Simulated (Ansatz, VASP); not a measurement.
## Two plane-wave programs on GaH3

File INCAR:

```
PREC     = Accurate       # precision mode
ENCUT    = 520            # plane-wave cutoff, eV
EDIFF    = 1E-6           # SCF threshold, eV
ISMEAR   = 0              # smearing method
SIGMA    = 0.1            # smearing width, eV
LREAL    = F              # projectors in reciprocal space
LASPH    = T              # aspherical terms in the spheres
NELM     = 80             # most SCF steps
ALGO     = Normal         # electronic algorithm
ISIF     = 2              # what is computed and relaxed
LWAVE    = F              # write WAVECAR
LCHARG   = F              # write CHGCAR
GGA      = PE             # functional
NBANDS   = 16             # bands
```

File KPOINTS:

```
Automatic mesh
0
Gamma
  6 6 6
```

POSCAR

```
GaH3
1.0
    1.6753324300     -2.8477788700      0.0000000000
    1.6753324300      2.8477788700      0.0000000000
    0.0000000000      0.0000000000      3.7088465600
Ga H
1 3
Direct
    0.0000000000      0.0000000000      0.0000000000
    0.3364012800      0.6635987200      0.0000000000
    0.6635987200      0.3364012800      0.0000000000
    0.5000000000      0.5000000000      0.0000000000
```

Input for Ansatz:

```yaml
crystal:
  lattice:
    - [1.67533243, -2.84777887, 0.0]
    - [1.67533243, 2.84777887, 0.0]
    - [0.0, 0.0, 3.70884656]
  atoms:
    - { symbol: Ga, position: [0.0, 0.0, 0.0] }
    - { symbol: H, position: [0.33640128, 0.66359872, 0.0] }
    - { symbol: H, position: [0.66359872, 0.33640128, 0.0] }
    - { symbol: H, position: [0.5, 0.5, 0.0] }
basis:
  ecutwfc: 420
kpoints:
  mp_grid: { grid: [6, 6, 6] }
hamiltonian:
  xc: pbe
scf:
  occupations: { method: gaussian, width: 0.1 }
  lower_state_search: "off"
output:
  forces: true
  stress: true
  eigenvalues: true
```

Alike in both runs: task single point; functional PBE; k mesh 6 × 6 × 6; occupations gaussian, width 0.1 eV; no spin polarisation.

```csv
,VASP,Ansatz
version,VASP 6.6.1,Ansatz 0.2.0
potentials or method,"VASP PAW PBE potentials, release 64 (Ga_d, H), cutoff 520 eV","scalar-relativistic, plane waves, PAW"
valence electrons in the cell,16,16
```

```tsv
	VASP	Ansatz	Ansatz less VASP
gap on the k mesh at the Fermi level (eV)	none	none	-
pressure (GPa)	23.9	24.0	+0.03
traceless stress, the component that is largest in VASP (GPa)	-31.08	-30.92	+0.157
rms of the force components (eV/Å)	0.747	0.746	-0.0002
```

Atom by atom the forces differ by 0.000 eV/Å (rms over components). A gap of «none» marks a metal or a gap that the smearing closes.

The k mesh is coarse, so the values compare programs but aren't converged.
